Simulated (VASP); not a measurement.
# Ta (Im-3m) in VASP: further runs

Ta is run at these levels: LDA; tasks: single point.

Everything below comes from runs of VASP 6.6.1. Logs are shortened: lines on timing, memory, paths and dates and some standing lists are left out, and cuts for length are marked.

### 1 The cell of the first run

The structure is cubic, space group Im-3m (No. 229). The conventional cell has a = 3.255 Å, b = 3.255 Å, c = 3.255 Å, α = 90.00°, β = 90.00°, γ = 90.00°. Ta (site symmetry m-3m) has 14 Ta at 2.82 to 3.26 Å within 3.7 Å.

### 2 Single point, LDA

Contents of INCAR:

```
SYSTEM = Ta
ALGO     = Normal         ! electronic algorithm
EDIFF    = 1E-6           ! SCF threshold, eV
ENCUT    = 520            ! plane-wave cutoff, eV
ISIF     = 2              ! what is computed and relaxed
ISMEAR   = -1             ! smearing method
LASPH    = .True.         ! aspherical terms in the spheres
LCHARG   = .True.         ! write CHGCAR
LELF     = .True.         ! ELF
LREAL    = .False.        ! projectors in reciprocal space
LVHAR    = .True.       
LWAVE    = .False.        ! write WAVECAR
NBANDS   = 12             ! bands
NELM     = 100            ! most SCF steps
PREC     = Accurate       ! precision mode
SIGMA    = 0.6            ! smearing width, eV
```

Contents of KPOINTS:

```
k-points
0
Gamma
  14 14 14
  0 0 0
```

Contents of POSCAR:

```
Ta
1.0
   -1.6276710318      1.6276710318      1.6276710318
    1.6276710318     -1.6276710318      1.6276710318
    1.6276710318      1.6276710318     -1.6276710318
Ta
1
Direct
    0.0000000000      0.0000000000      0.0000000000
```

Potentials or basis: VASP PAW LDA potentials, release 64 (Ta_pv).

Started as:

```
$ cat potpaw_LDA.64/Ta_pv/POTCAR > POTCAR
$ mpirun -np 1 vasp_std > vasp.out
```

OUTCAR:

```text
SYSTEM = Ta
   EDIFF = 1E-6
   ENCUT = 520
   ISIF = 2
   ISMEAR = -1
   LASPH = .True.
   LREAL = .False.
   NELM = 100
   PREC = Accurate

 ion  position               nearest neighbor table
   1  0.000  0.000  0.000-

  LATTYP: Found a body centered cubic cell.
 ALAT       =     3.2553420636

  Lattice vectors:

 A1 = (  -1.6276710318,   1.6276710318,   1.6276710318)
 A2 = (   1.6276710318,  -1.6276710318,   1.6276710318)
 A3 = (   1.6276710318,   1.6276710318,  -1.6276710318)

Analysis of symmetry for initial positions (statically):
=====================================================================
 Subroutine PRICEL returns:
 Original cell was already a primitive cell.

 Routine SETGRP: Setting up the symmetry group for a
 body centered cubic supercell.

 Subroutine GETGRP returns: Found 48 space group operations
 (whereof 48 operations were pure point group operations)
 out of a pool of 48 trial point group operations.

The static configuration has the point symmetry O_h .

Analysis of symmetry for dynamics (positions and initial velocities):
=====================================================================
 Subroutine PRICEL returns:
 Original cell was already a primitive cell.

 Routine SETGRP: Setting up the symmetry group for a
 body centered cubic supercell.

 Subroutine GETGRP returns: Found 48 space group operations
 (whereof 48 operations were pure point group operations)
 out of a pool of 48 trial point group operations.

The dynamic configuration has the point symmetry O_h .

 Subroutine INISYM returns: Found 48 space group operations
 (whereof 48 operations are pure point group operations),
 and found     1 'primitive' translations

----------------------------------------------------------------------------------------

                                     Primitive cell

  volume of cell :      17.2488

  direct lattice vectors                    reciprocal lattice vectors
    -1.627671032  1.627671032  1.627671032     0.000000000  0.307187380  0.307187380
     1.627671032 -1.627671032  1.627671032     0.307187380  0.000000000  0.307187380
     1.627671032  1.627671032 -1.627671032     0.307187380  0.307187380  0.000000000

  length of vectors
     2.819208925  2.819208925  2.819208925     0.434428559  0.434428559  0.434428559

  position of ions in fractional coordinates (direct lattice)
     0.000000000  0.000000000  0.000000000

  ion indices of the primitive-cell ions
   primitive index   ion index
                 1           1

----------------------------------------------------------------------------------------

 KPOINTS: k-points

Automatic generation of k-mesh.
 Grid dimensions read from file:
 generate k-points for:   14   14   14

 Generating k-lattice:

  Cartesian coordinates                     Fractional coordinates (reciprocal lattice)
     0.000000000  0.021941956  0.021941956     0.071428571  0.000000000  0.000000000
     0.021941956  0.000000000  0.021941956     0.000000000  0.071428571  0.000000000
     0.021941956  0.021941956  0.000000000     0.000000000  0.000000000  0.071428571

  Length of vectors
     0.031030611  0.031030611  0.031030611

  Shift w.r.t. Gamma in fractional coordinates (k-lattice)
     0.000000000  0.000000000  0.000000000

 Subroutine IBZKPT returns following result:
 ===========================================

 Found    104 irreducible k-points:

 Following reciprocal coordinates:
            Coordinates               Weight
  0.000000  0.000000  0.000000      1.000000
  0.071429  0.000000  0.000000     12.000000
  0.142857  0.000000  0.000000     12.000000
  0.214286  0.000000  0.000000     12.000000
  0.285714  0.000000  0.000000     12.000000
  0.357143  0.000000  0.000000     12.000000
[... 16 lines left out ...]
  0.285714  0.285714  0.000000     24.000000
  0.357143  0.285714  0.000000     24.000000
 [... further k-points ...]
   k-points           NKPTS =    104   k-points in BZ     NKDIM =    104   number of bands    NBANDS=     12
   number of dos      NEDOS =    301   number of ions     NIONS =      1
   total plane-waves  NPLWV =  13824
   dimension x,y,z NGX =    24 NGY =   24 NGZ =   24
   dimension x,y,z NGXF=    48 NGYF=   48 NGZF=   48
   ions per type =               1
   NGX,Y,Z   is equivalent  to a cutoff of  14.15, 14.15, 14.15 a.u.
   NGXF,Y,Z  is equivalent  to a cutoff of  28.31, 28.31, 28.31 a.u.
 SYSTEM =  Ta
   PREC   = accura    normal or accurate (medium, high low for compatibility)
   ISTART =      0    job   : 0-new  1-cont  2-samecut
   ICHARG =      2    charge: 1-file 2-atom 10-const
   ISPIN  =      1    spin polarized calculation?
   LNONCOLLINEAR =      F non collinear calculations
   LSORBIT =      F    spin-orbit coupling
   LASPH  =      T    aspherical Exc in radial PAW
   ENCUT  =  520.0 eV  38.22 Ry    6.18 a.u.   5.24  5.24  5.24*2*pi/ulx,y,z
   NELM   =    100;   NELMIN=  2; NELMDL= -5     # of ELM steps
   EDIFF  = 0.1E-05   stopping-criterion for ELM
   LREAL  =      F    real-space projection
   EDIFFG = 0.1E-04   stopping-criterion for IOM
   NSW    =      0    number of steps for IOM
   IBRION =     -1    ionic relax: 0-MD 1-quasi-New 2-CG
   NFREE  =      0    steps in history (QN), initial steepest desc. (CG)
   ISIF   =      2    stress and relaxation
   ISYM   =      2    0-nonsym 1-usesym 2-fastsym
   POTIM  = 0.5000    time-step for ionic-motion
   TEBEG  =    0.0;   TEEND  =   0.0 temperature during run
   PSTRESS=    0.0 pullay stress
   NELECT =      11.0000    total number of electrons
   NUPDOWN=      -1.0000    fix difference up-down
   EMIN   =  10.00;   EMAX   =-10.00  energy-range for DOS
   EFERMI =   0.00;   METHOD = LEGACY
   ISMEAR =    -1;   SIGMA  =   0.60  broadening in eV -4-tet -1-fermi 0-gaus
   EFERMI_NEDOS =   21; number of points for ismear=-14 and -15
   IALGO  =     38    algorithm
   IMIX   =      4    mixing-type and parameters
     AMIX     =   0.40;   BMIX     =  1.00
     AMIX_MAG =   1.60;   BMIX_MAG =  1.00
  volume/ion in A,a.u.               =      17.25       116.40
  Fermi-wavevector in a.u.,A,eV,Ry     =   1.409134  2.662878 27.016543  1.985660
  Thomas-Fermi vector in A             =   2.531221
   LORBIT       =      0    0 simple, 1 ext, 2 COOP (PROOUT), +10 PAW based schemes
   GGA     = CA    functional components
   LHFCALC =     F    Hartree Fock is set to
   AEXX    =    0.0000 exact exchange contribution
   IVDW    =     0    specifies the selected vdW correction
   LEPSILON=     F    determine dielectric tensor
   LRPA    =     F    only Hartree local field effects (RPA)
 non-spin polarized calculation
  energy-cutoff  :      520.00
  volume of cell :       17.25
 maximum number of plane-waves:       476
 NGX is ok and might be reduce to    24
   NGX = 11   NGY = 11   NGZ = 11

 number of electron      11.0000000 magnetization

 Free energy of the ion-electron system (eV)
  ---------------------------------------------------
  ext. energy  EPLUGINS =         0.00000000
  ---------------------------------------------------
  free energy    TOTEN  =       -13.43478704 eV

  energy without entropy =      -12.34028142  energy(sigma->0) =      -12.88753423

 E-fermi :   6.0600     XC(G=0): -13.0138

 val. band max:        5.9851464328   @ k =  -0.2857   0.3571   0.1429
 cond. band min:       6.0657333011   @ k =  -0.3571   0.5000   0.2143
 fundamental gap:      0.0805868683
 Fermi energy:         6.0599653698

 k-point     1 :       0.0000    0.0000    0.0000
  band No.  band energies     occupation
      1     -26.9260      2.00000
      2     -26.9260      2.00000
      3     -26.9260      2.00000
      4      -2.2396      2.00000
      5       6.4501      0.68591
      6       6.4501      0.68591
      7       6.4501      0.68591
      8       9.8613      0.00354
      9       9.8613      0.00354
     10      19.6548      0.00000
     11      21.0363      0.00000
     12      21.0363      0.00000

 k-point     2 :       0.0714    0.0000    0.0000
  band No.  band energies     occupation
      1     -27.0012      2.00000
      2     -26.9488      2.00000
      3     -26.9265      2.00000
      4      -1.9976      2.00000
      5       6.2941      0.80732
      6       6.4048      0.72031
      7       6.6875      0.52001
      8       9.6120      0.00536
      9       9.8617      0.00354
     10      19.6548      0.00000
     11      21.2542      0.00000
     12      21.4548      0.00000

 k-point     3 :       0.1429    0.0000    0.0000
  band No.  band energies     occupation
      1     -27.2076      2.00000
      2     -27.0121      2.00000
      3     -26.9279      2.00000
      4      -1.3186      1.99999
      5       5.8872      1.14300
      6       6.1929      0.88971
      7       7.3875      0.19725
      8       9.2149      0.01036
      9       9.8847      0.00340
     10      19.6544      0.00000
     11      21.7270      0.00000
     12      22.6443      0.00000
[... 286 lines left out ...]
 k-point    23 :       0.2857    0.2857    0.0000
  band No.  band energies     occupation
      1     -28.0393      2.00000
      2     -27.6736      2.00000
      3     -27.0923      2.00000
      4       2.9518      1.98881
      5       4.3241      1.89501
      6       5.2588      1.58343
      7       9.8820      0.00342
      8      10.7219      0.00084
      9      16.0216      0.00000
     10      16.2898      0.00000
     11      19.6623      0.00000
     12      20.3171      0.00000

 k-point    24 :       0.3571    0.2857    0.0000
  band No.  band energies     occupation
      1     -27.9869      2.00000
      2     -27.7763      2.00000
      3     -27.0995      2.00000
      4       3.0734      1.98631
      5       4.4861      1.86467
      6       5.1256      1.65193
      7      10.1317      0.00226
      8      10.7499      0.00081
      9      15.2092      0.00000
     10      17.4751      0.00000
     11      19.3223      0.00000
     12      19.6615      0.00000

 [... further k-points ...]
[... 5 lines left out ...]
  --------------------------------------------------------------------------------------
  -------------------------------------------------------------------------------------
  Total        0.6662352      0.6662352      0.6662352     -0.0000000      0.0000000     -0.0000000
  in kB       61.8839793     61.8839793     61.8839793     -0.0000000      0.0000000     -0.0000000
  external PRESSURE =      61.8839793 kB  Pullay stress =       0.0000000 kB

 VOLUME and BASIS-vectors are now :
 -----------------------------------------------------------------------------
  energy-cutoff  :      520.00
  volume of cell :       17.25
      direct lattice vectors                 reciprocal lattice vectors
    -1.627671032  1.627671032  1.627671032     0.000000000  0.307187380  0.307187380
     1.627671032 -1.627671032  1.627671032     0.307187380  0.000000000  0.307187380
     1.627671032  1.627671032 -1.627671032     0.307187380  0.307187380  0.000000000

 POSITION                                       TOTAL-FORCE (eV/Angst)
 -----------------------------------------------------------------------------------
      0.00000      0.00000      0.00000         0.000000      0.000000      0.000000
 -----------------------------------------------------------------------------------
    total drift:                               -0.000000      0.000000      0.000000

  FREE ENERGIE OF THE ION-ELECTRON SYSTEM (eV)
  ---------------------------------------------------
  free  energy   TOTEN  =       -13.4347870396 eV

  energy  without entropy=      -12.3402814191  energy(sigma->0) =      -12.88753423
```

Wall time 8.2 s (1 thread of Intel Xeon 6975P-C, shared host); peak memory 0.14 GiB.

Results:

| Item | Value |
| --- | --- |
| Free energy | -13.4348 eV |
| Pressure | 6.2 GPa |

Levels at points of the mesh, in eV from the Fermi level:
```tsv
k point	band 2	band 3	band 4	band 5	band 6	band 7	band 8	band 9	band 10	band 11
(0.00, 0.00, 0.00)	-32.99	-32.99	-8.30	0.39	0.39	0.39	3.80	3.80	13.59	14.98
(0.50, 0.00, 0.00)	-33.43	-33.00	-4.86	-2.00	1.66	3.71	4.78	7.91	11.92	12.13
(0.50, 0.50, 0.50)	-33.94	-33.94	-4.38	-4.38	6.88	6.88	6.88	8.86	8.86	8.86
```

Caveat: spin-orbit coupling is left out, which moves the levels of the heavy elements.

(Continued in part 2 of 2.)
